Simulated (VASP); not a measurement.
Input of a VASP 6.6.1 run:

INCAR

```
PREC = Accurate
ENCUT = 520
EDIFF = 1E-7
ISMEAR = -1
SIGMA = 0.05
LREAL = False
LASPH = True
NELM = 80
ALGO = Normal
ISIF = 2
LWAVE = False
LCHARG = False
GGA = PE
NBANDS = 36
```

File KPOINTS:

```
Automatic mesh
0
Gamma
  10 10 2
```

Contents of POSCAR:

```
SiC
1.0
    3.1357283548      0.0000000000      0.0000000000
   -1.5678641774      2.7156204146      0.0000000000
    0.0000000000      0.0000000000     15.3696281560
Si C
6 6
Direct
    0.6666666667      0.3333333333      0.4583000000
    0.3333333333      0.6666666667      0.9583000000
    0.6666666667      0.3333333333      0.7917000000
    0.3333333333      0.6666666667      0.2917000000
    0.0000000000      0.0000000000      0.6250000000
    0.0000000000      0.0000000000      0.1250000000
    0.6666666667      0.3333333333      0.3333000000
    0.3333333333      0.6666666667      0.8333000000
    0.6666666667      0.3333333333      0.6667000000
    0.3333333333      0.6666666667      0.1667000000
    0.0000000000      0.0000000000      0.5000000000
    0.0000000000      0.0000000000      0.0000000000
```

Potentials or basis: VASP PAW PBE potentials, release 64 (Si, C).

Launch:

```sh
$ cat potpaw_PBE.64/Si/POTCAR potpaw_PBE.64/C/POTCAR > POTCAR
$ mpirun -np 1 vasp_std > vasp.out
```

(1) Predict the pressure.

(2) What does it give for the band gap on the k mesh?

(3) What does it give for the largest force?

## Answers

(1) -7.6 GPa.

(2) 2.03 eV, indirect (least direct gap 3.11 eV).

(3) 0.136 eV/Å.
